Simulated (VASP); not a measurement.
A run of VASP 6.6.1:

The input POSCAR:

```
Sb
1.0
   -1.8959666167      1.8959666167      1.8959666167
    1.8959666167     -1.8959666167      1.8959666167
    1.8959666167      1.8959666167     -1.8959666167
Sb
1
Direct
    0.0000000000      0.0000000000      0.0000000000
```

INCAR.step1

```
SYSTEM = Sb
PREC = Accurate ; ENCUT = 520
ISMEAR = -1 ; SIGMA = 0.05
LREAL = .False. ; LASPH = .True.
NELM = 60 ; NBANDS = 8
GGA = PE ; ALGO = Normal
EDIFF = 1E-4 ; LWAVE = .True.
LCHARG = .False.
```

The input INCAR.step2:

```
SYSTEM = Sb
PREC = Accurate ; ENCUT = 520
EDIFF = 1E-7 ; ISMEAR = -1
SIGMA = 0.05 ; LREAL = .False.
LASPH = .True. ; NELM = 60
ALGO = Normal ; ISIF = 2
LWAVE = .False. ; LCHARG = .False.
METAGGA = R2SCAN ; LMIXTAU = .True.
NBANDS = 8 ; ISTART = 1
```

KPOINTS

```
Automatic mesh
0
Gamma
  10 10 10
  0 0 0
```

Potentials or basis: VASP PAW PBE potentials, release 64 (Sb).

The run is started by

```console
$ cat potpaw_PBE.64/Sb/POTCAR > POTCAR
$ cp INCAR.step1 INCAR
$ mpirun -np 1 vasp_std > vasp.out
$ cp INCAR.step2 INCAR
$ mpirun -np 1 vasp_std > vasp.out
```

Hardware: 1 thread of AMD EPYC 9R45 96-Core Processor (Zen 5), with other jobs on the host.

**Question.** How long does it take, and how much memory?

**Answer.** It took 24 s on 1 thread of AMD EPYC 9R45 96-Core Processor (Zen 5), with other jobs on the host, peak memory 0.11 GiB. Counts: k points 47.
